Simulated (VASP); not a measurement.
# Ti (P6/mmm) in VASP: single point with r2SCAN

Aim: the single point of Ti with r2SCAN.

All numbers are computed with VASP 6.6.1; they aren't measurements. Logs are shortened: lines on timing, memory, paths and dates and some standing lists are left out, and cuts for length are marked.

## 1. The cell of the first run

Symmetry: P6/mmm, No. 191, hexagonal system. Conventional cell: a = 4.569 Å, b = 4.569 Å, c = 2.824 Å, α = 90.00°, β = 90.00°, γ = 120.00°. Within 3.7 Å of Ti (site symmetry 6/mmm) lie 14 Ti at 2.82 to 2.99 Å. Within 3.5 Å of Ti (site symmetry -6m2) lie 11 Ti at 2.64 to 2.99 Å.

## 2. Single point, r2SCAN

POSCAR reads:

```
Ti
1.0
    4.5686538377      0.0000000000      0.0000000000
   -2.2843269188      3.9565702845      0.0000000000
    0.0000000000      0.0000000000      2.8242650997
Ti
3
Direct
    0.0000000000      0.0000000000      0.0000000000
    0.3333333333      0.6666666667      0.5000000000
    0.6666666667      0.3333333333      0.5000000000
```

INCAR.step1 reads:

```
SYSTEM = Ti
PREC = Accurate
ENCUT = 520
ISMEAR = 0
SIGMA = 0.1
LREAL = .False.
LASPH = .True.
NELM = 60
NBANDS = 25
GGA = PE
ALGO = Normal
EDIFF = 1E-4
LWAVE = .True.
LCHARG = .False.
```

INCAR.step2 reads:

```
SYSTEM = Ti
PREC = Accurate
ENCUT = 520
EDIFF = 1E-7
ISMEAR = 0
SIGMA = 0.1
LREAL = .False.
LASPH = .True.
NELM = 60
ALGO = Normal
ISIF = 2
LWAVE = .False.
LCHARG = .True.
METAGGA = R2SCAN
LMIXTAU = .True.
LELF = .True.
LVHAR = .True.
NBANDS = 25
ISTART = 1
```

KPOINTS reads:

```
regular mesh
0
Gamma
  12 12 14
  0 0 0
```

Potentials or basis: VASP PAW PBE potentials, release 64 (Ti_sv).

Started as:

```sh
cat potpaw_PBE.64/Ti_sv/POTCAR > POTCAR
cp INCAR.step1 INCAR
mpirun -np 1 vasp_std > vasp.out
cp INCAR.step2 INCAR
mpirun -np 1 vasp_std > vasp.out
```

OUTCAR:

```text
SYSTEM = Ti
   PREC = Accurate
   ENCUT = 520
   EDIFF = 1E-7
   ISMEAR = 0
   LREAL = .False.
   LASPH = .True.
   NELM = 60
   ISIF = 2
   METAGGA = R2SCAN
   ISTART = 1

 ion  position               nearest neighbor table
   1  0.000  0.000  0.000-
   2  0.333  0.667  0.500-   3 2.64   3 2.64   3 2.64
   3  0.667  0.333  0.500-   2 2.64   2 2.64   2 2.64

  LATTYP: Found a hexagonal cell.
 ALAT       =     4.5686538377
 C/A-ratio  =     0.6181832111

  Lattice vectors:

 A1 = (   4.5686538377,   0.0000000000,   0.0000000000)
 A2 = (  -2.2843269188,   3.9565702845,   0.0000000000)
 A3 = (   0.0000000000,   0.0000000000,   2.8242650997)

Analysis of symmetry for initial positions (statically):
=====================================================================
 Subroutine PRICEL returns:
 Original cell was already a primitive cell.

 Routine SETGRP: Setting up the symmetry group for a
 hexagonal supercell.

 Subroutine GETGRP returns: Found 24 space group operations
 (whereof 24 operations were pure point group operations)
 out of a pool of 24 trial point group operations.

The static configuration has the point symmetry D_6h.

Analysis of symmetry for dynamics (positions and initial velocities):
=====================================================================
 Subroutine PRICEL returns:
 Original cell was already a primitive cell.

 Routine SETGRP: Setting up the symmetry group for a
 hexagonal supercell.

 Subroutine GETGRP returns: Found 24 space group operations
 (whereof 24 operations were pure point group operations)
 out of a pool of 24 trial point group operations.

The dynamic configuration has the point symmetry D_6h.

 Subroutine INISYM returns: Found 24 space group operations
 (whereof 24 operations are pure point group operations),
 and found     1 'primitive' translations

----------------------------------------------------------------------------------------

                                     Primitive cell

  volume of cell :      51.0520

  direct lattice vectors                    reciprocal lattice vectors
     4.568653838  0.000000000  0.000000000     0.218882856  0.126372076  0.000000000
    -2.284326919  3.956570285  0.000000000     0.000000000  0.252744152  0.000000000
     0.000000000  0.000000000  2.824265100     0.000000000  0.000000000  0.354074410

  length of vectors
     4.568653838  4.568653838  2.824265100     0.252744152  0.252744152  0.354074410

  position of ions in fractional coordinates (direct lattice)
     0.000000000  0.000000000  0.000000000
     0.333333333  0.666666667  0.500000000
     0.666666667  0.333333333  0.500000000

  ion indices of the primitive-cell ions
   primitive index   ion index
                 1           1
                 2           2
                 3           3

----------------------------------------------------------------------------------------

 KPOINTS: regular mesh

Automatic generation of k-mesh.
 Grid dimensions read from file:
 generate k-points for:   12   12   14

 Generating k-lattice:

  Cartesian coordinates                     Fractional coordinates (reciprocal lattice)
     0.018240238  0.010531006  0.000000000     0.083333333 -0.000000000  0.000000000
     0.000000000  0.021062013  0.000000000     0.000000000  0.083333333  0.000000000
     0.000000000  0.000000000  0.025291029     0.000000000  0.000000000  0.071428571

  Length of vectors
     0.021062013  0.021062013  0.025291029

  Shift w.r.t. Gamma in fractional coordinates (k-lattice)
     0.000000000  0.000000000  0.000000000

 Subroutine IBZKPT returns following result:
 ===========================================

 Found    152 irreducible k-points:

 Following reciprocal coordinates:
            Coordinates               Weight
  0.000000  0.000000  0.000000      1.000000
  0.083333  0.000000  0.000000      6.000000
  0.166667 -0.000000  0.000000      6.000000
  0.250000 -0.000000  0.000000      6.000000
  0.333333  0.000000  0.000000      6.000000
  0.416667 -0.000000  0.000000      6.000000
[... 16 lines left out ...]
  0.250000 -0.000000  0.071429     12.000000
  0.333333  0.000000  0.071429     12.000000
 [... further k-points ...]
   k-points           NKPTS =    152   k-points in BZ     NKDIM =    152   number of bands    NBANDS=     25
   number of dos      NEDOS =    301   number of ions     NIONS =      3
   total plane-waves  NPLWV =  31104
   dimension x,y,z NGX =    36 NGY =   36 NGZ =   24
   dimension x,y,z NGXF=    72 NGYF=   72 NGZF=   48
   ions per type =               3
   NGX,Y,Z   is equivalent  to a cutoff of  13.10, 13.10, 14.13 a.u.
   NGXF,Y,Z  is equivalent  to a cutoff of  26.20, 26.20, 28.25 a.u.
 SYSTEM =  Ti
   PREC   = accura    normal or accurate (medium, high low for compatibility)
   ISTART =      1    job   : 0-new  1-cont  2-samecut
   ICHARG =      0    charge: 1-file 2-atom 10-const
   ISPIN  =      1    spin polarized calculation?
   LNONCOLLINEAR =      F non collinear calculations
   LSORBIT =      F    spin-orbit coupling
   LASPH  =      T    aspherical Exc in radial PAW
   ENCUT  =  520.0 eV  38.22 Ry    6.18 a.u.   8.49  8.49  5.25*2*pi/ulx,y,z
   NELM   =     60;   NELMIN=  2; NELMDL=  0     # of ELM steps
   EDIFF  = 0.1E-06   stopping-criterion for ELM
   LREAL  =      F    real-space projection
   EDIFFG = 0.1E-05   stopping-criterion for IOM
   NSW    =      0    number of steps for IOM
   IBRION =     -1    ionic relax: 0-MD 1-quasi-New 2-CG
   NFREE  =      0    steps in history (QN), initial steepest desc. (CG)
   ISIF   =      2    stress and relaxation
   ISYM   =      2    0-nonsym 1-usesym 2-fastsym
   POTIM  = 0.5000    time-step for ionic-motion
   TEBEG  =    0.0;   TEEND  =   0.0 temperature during run
   PSTRESS=    0.0 pullay stress
   NELECT =      36.0000    total number of electrons
   NUPDOWN=      -1.0000    fix difference up-down
   EMIN   =  10.00;   EMAX   =-10.00  energy-range for DOS
   EFERMI =   0.00;   METHOD = LEGACY
   ISMEAR =     0;   SIGMA  =   0.10  broadening in eV -4-tet -1-fermi 0-gaus
   EFERMI_NEDOS =   21; number of points for ismear=-14 and -15
   IALGO  =     38    algorithm
   IMIX   =      4    mixing-type and parameters
     AMIX     =   0.40;   BMIX     =  1.00
     AMIX_MAG =   1.60;   BMIX_MAG =  1.00
  volume/ion in A,a.u.               =      17.02       114.84
  Fermi-wavevector in a.u.,A,eV,Ry     =   1.457152  2.753618 28.889133  2.123291
  Thomas-Fermi vector in A             =   2.573987
   LORBIT       =      0    0 simple, 1 ext, 2 COOP (PROOUT), +10 PAW based schemes
   METAGGA = R2SCAN    functional components
   LHFCALC =     F    Hartree Fock is set to
   AEXX    =    0.0000 exact exchange contribution
   IVDW    =     0    specifies the selected vdW correction
   LEPSILON=     F    determine dielectric tensor
   LRPA    =     F    only Hartree local field effects (RPA)
 non-spin polarized calculation
 Gauss-broadening in eV      SIGMA  =   0.10
  energy-cutoff  :      520.00
  volume of cell :       51.05
 maximum number of plane-waves:      1414
 NGX is ok and might be reduce to    36
   NGX = 17   NGY = 17   NGZ = 11

 number of electron      35.9999988 magnetization

 Free energy of the ion-electron system (eV)
  ---------------------------------------------------
  ext. energy  EPLUGINS =         0.00000000
  ---------------------------------------------------
  free energy    TOTEN  =       -38.90503306 eV

  energy without entropy =      -38.89463709  energy(sigma->0) =      -38.89983508

 E-fermi :   8.5037     XC(G=0): -12.5046

 val. band max:        8.4982591843   @ k =   0.4167   0.1667   0.2857
 cond. band min:       8.5071398776   @ k =   0.4167   0.0833   0.1429
 fundamental gap:      0.0088806933
 Fermi energy:         8.5036784000

 k-point     1 :       0.0000    0.0000    0.0000
  band No.  band energies     occupation
      1     -50.7522      2.00000
      2     -50.4997      2.00000
      3     -50.3318      2.00000
      4     -26.0194      2.00000
      5     -26.0194      2.00000
      6     -25.9445      2.00000
[... 17 lines left out ...]
     24      10.4622      0.00000
     25      10.5990      0.00000

 k-point     2 :       0.0833    0.0000    0.0000
  band No.  band energies     occupation
      1     -50.7510      2.00000
      2     -50.4981      2.00000
      3     -50.3347      2.00000
      4     -26.0521      2.00000
      5     -26.0462      2.00000
      6     -25.9111      2.00000
[... 17 lines left out ...]
     24      10.3057      0.00000
     25      10.8031      0.00000

 k-point     3 :       0.1667   -0.0000    0.0000
  band No.  band energies     occupation
      1     -50.7479      2.00000
      2     -50.4932      2.00000
      3     -50.3429      2.00000
      4     -26.1021      2.00000
      5     -26.0726      2.00000
      6     -25.8593      2.00000
[... 17 lines left out ...]
     24      10.1833      0.00000
     25      11.0575      0.00000

 k-point     4 :       0.2500   -0.0000    0.0000
  band No.  band energies     occupation
      1     -50.7437      2.00000
      2     -50.4850      2.00000
      3     -50.3557      2.00000
      4     -26.1471      2.00000
      5     -26.0751      2.00000
      6     -25.8117      2.00000
[... 17 lines left out ...]
     24      10.4461      0.00000
     25      11.3198      0.00000
[... 477 lines left out ...]
 k-point    22 :       0.1667   -0.0000    0.0714
  band No.  band energies     occupation
      1     -50.7445      2.00000
      2     -50.4909      2.00000
      3     -50.3402      2.00000
      4     -26.0952      2.00000
      5     -26.0669      2.00000
      6     -25.8581      2.00000
[... 17 lines left out ...]
     24      10.2210      0.00000
     25      11.1548      0.00000

 k-point    23 :       0.2500   -0.0000    0.0714
  band No.  band energies     occupation
      1     -50.7405      2.00000
      2     -50.4824      2.00000
      3     -50.3530      2.00000
      4     -26.1395      2.00000
      5     -26.0700      2.00000
      6     -25.8119      2.00000
[... 17 lines left out ...]
     24      10.4276      0.00000
     25      11.4049      0.00000

 k-point    24 :       0.3333    0.0000    0.0714
  band No.  band energies     occupation
      1     -50.7367      2.00000
      2     -50.4711      2.00000
      3     -50.3685      2.00000
      4     -26.1738      2.00000
      5     -26.0485      2.00000
      6     -25.7756      2.00000
[... 17 lines left out ...]
     24      10.7495      0.00000
     25      11.3267      0.00000

 [... further k-points ...]
[... 5 lines left out ...]
  --------------------------------------------------------------------------------------
  -------------------------------------------------------------------------------------
  Total        0.1395842      0.1395842      0.1310253      0.0000000      0.0000000     -0.0000000
  in kB        4.3806062      4.3806062      4.1119989      0.0000000      0.0000000     -0.0000000
  external PRESSURE =       4.2910704 kB  Pullay stress =       0.0000000 kB

 VOLUME and BASIS-vectors are now :
 -----------------------------------------------------------------------------
  energy-cutoff  :      520.00
  volume of cell :       51.05
      direct lattice vectors                 reciprocal lattice vectors
     4.568653838  0.000000000  0.000000000     0.218882856  0.126372076  0.000000000
    -2.284326919  3.956570285  0.000000000     0.000000000  0.252744152  0.000000000
     0.000000000  0.000000000  2.824265100     0.000000000  0.000000000  0.354074410

 POSITION                                       TOTAL-FORCE (eV/Angst)
 -----------------------------------------------------------------------------------
      0.00000      0.00000      0.00000        -0.000000      0.000000     -0.000000
     -0.00000      2.63771      1.41213         0.000000      0.000000      0.000000
      2.28433      1.31886      1.41213        -0.000000      0.000000     -0.000000
 -----------------------------------------------------------------------------------
    total drift:                                0.000000      0.000000     -0.000000

  FREE ENERGIE OF THE ION-ELECTRON SYSTEM (eV)
  ---------------------------------------------------
  free  energy   TOTEN  =       -38.9050330648 eV

  energy  without entropy=      -38.8946370887  energy(sigma->0) =      -38.89983508
```

Run time: 6.2 min. Hardware: 1 thread of Intel Xeon Platinum 8559C (Emerald Rapids), shared host; peak memory 0.29 GiB.

What came out:

```
Free energy            : -38.9050 eV
Pressure               : 0.4 GPa
Band gap on the k mesh : zero (band 18 reaches 8.67 eV, above the bottom of band 19 at 8.46 eV)
```

Caveat: the PAW data sets were made with another functional, which shifts forces and pressure a little.
